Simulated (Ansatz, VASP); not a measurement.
## One calculation of Al2Cu, two programs

```xyz
3
Lattice="4.0880 0.0000 0.0000 0.0000 4.0880 0.0000 0.0000 0.0000 2.8513" Properties=species:S:1:pos:R:3 pbc="T T T"
Al    2.0440    0.0000    1.4257
Al    0.0000    2.0440    1.4257
Cu    0.0000    0.0000    0.0000
```

Alike in both runs: functional r2SCAN; k mesh 10 × 10 × 14; occupations gaussian, width 0.1 eV; no spin polarisation.

Ansatz relaxed the structure, and its values are those at the end. VASP's run is a single point on that final structure, the one shown.

|  | VASP | Ansatz |
| --- | --- | --- |
| version | VASP 6.6.1 | Ansatz 0.2.0 |
| potentials or method | VASP PAW PBE potentials, release 64 (Al, Cu), cutoff 520 eV | scalar-relativistic, plane waves, PAW |
| valence electrons in the cell | 17 | 25 |

VASP gave:

```
gap on the k mesh at the Fermi level (eV) : none
pressure (GPa)                            : -0.2
```

Question: What did Ansatz give for the same quantities?

Answer: gap on the k mesh at the Fermi level (eV): none; pressure (GPa): 0.0.

VASP's potentials were made for PBE, not for r2SCAN. A gap of «none» marks a metal or a gap that the smearing closes. The functional is the same, so the differences come from potentials, cutoffs and numerics. VASP's potentials hold 17 valence electrons a cell and Ansatz's 25, so a difference there can come from the potentials and not from the codes.
